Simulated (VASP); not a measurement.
**C: single point with r2SCAN+rVV10**

Crystal: C.

```
CELL_PARAMETERS angstrom
1.22750 0.70870 6.91418
-1.22750 0.70870 6.91418
0.00000 -1.41740 6.91418
ATOMIC_POSITIONS crystal
C 0.91911 0.91911 0.91911
C 0.25245 0.25245 0.25245
C 0.74755 0.74755 0.74755
C 0.08089 0.08089 0.08089
```

```yaml
Program: VASP 6.6.1
Task: single point
Functional: r2SCAN
Dispersion: rVV10
Potentials_or_basis: VASP PAW PBE potentials, release 64 (C)
Cutoff: 520 eV
k_mesh: 10 × 10 × 10
Occupations: fermi-dirac, width 0.02 eV
Spin: no spin polarisation
```

```
Pressure : 0.7 GPa
```

Forces on the atoms (eV/Å):
```
C    0.000  0.000 -0.001
C    0.000  0.000 -0.002
C    0.000  0.000  0.002
C    0.000  0.000  0.001
```

Stress tensor (GPa, compression positive):
```
 1.10  0.00  0.00
 0.00  1.10  0.00
 0.00  0.00 -0.20
```

Run time: 29 min on 1 thread of Intel(R) Xeon(R) Platinum 8375C CPU @ 2.90GHz (Ice Lake), with other jobs on the host, peak memory 0.97 GiB.

Caveat: the PAW data sets were made with another functional, which shifts forces and pressure a little.
